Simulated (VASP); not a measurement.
Write the native input for VASP 6.6.1 that does the following.

```
Task                   : single point
Functional             : PBE
Potentials or basis    : VASP PAW PBE potentials, release 64 (La, Ta_pv, O)
Cutoff                 : 600 eV
k mesh                 : 3 × 3 × 4
Occupations            : gaussian, width 0.1 eV
Spin                   : collinear spin
Starting moments       : [0.0, 0.0, 0.0, 0.0, 1.0, 0.0] μB
Dipole correction      : no
Further INCAR settings : ALGO = Normal; EDIFF = 1e-06; NBANDS = 44
```

The structure of La4TaO lies in POSCAR:

```
La4TaO
1.0
    6.6140631784      0.0000000000      0.0000000000
   -3.3070315892      5.7279467348      0.0000000000
    0.0000000000      0.0000000000      4.9508521259
La Ta O
4 1 1
Direct
    0.0000000000      0.0000000000      0.0000000000
    0.3485604172      0.1742802086      0.5000000000
    0.8257197914      0.1742802086      0.5000000000
    0.8257197914      0.6514395828      0.5000000000
    0.6666666667      0.3333333333      0.0000000000
    0.3333333333      0.6666666667      0.0000000000
```

The cell was generated, and may not be a known phase.

These files were run (other wordings do the same):

INCAR

```
ALGO = Normal
EDIFF = 1E-6
ENCUT = 600
GGA = PE
GGA_COMPAT = False
ISIF = 2
ISMEAR = 0
ISPIN = 2
LASPH = True
LCHARG = False
LMAXMIX = 6
LORBIT = 11
LREAL = False
LWAVE = False
MAGMOM = 0 0 0 0 1 0
NBANDS = 44
NELM = 200
PREC = Accurate
SIGMA = 0.1
```

KPOINTS

```
k-points
0
Gamma
  3 3 4
```

Potentials or basis: VASP PAW PBE potentials, release 64 (La, Ta_pv, O).

Run with:

```console
$ cat potpaw_PBE.64/La/POTCAR potpaw_PBE.64/Ta_pv/POTCAR potpaw_PBE.64/O/POTCAR > POTCAR
$ mpirun -np 1 vasp_std > vasp.out
```

Results of the run:

* Pressure: 0.0 GPa
* Largest force: 0.016 eV/Å
* Net moment: 0.01 μB per cell
* Valence electrons inside the program's atomic spheres: La 8.85, 8.93 (each value once); Ta 8.81; O 4.67

Caveat: the k points lie up to 0.37 Å⁻¹ apart.

Wall time 7 min on 1 thread of Oxide Virtual Turin-like Processor (shared host), peak memory 0.49 GiB.
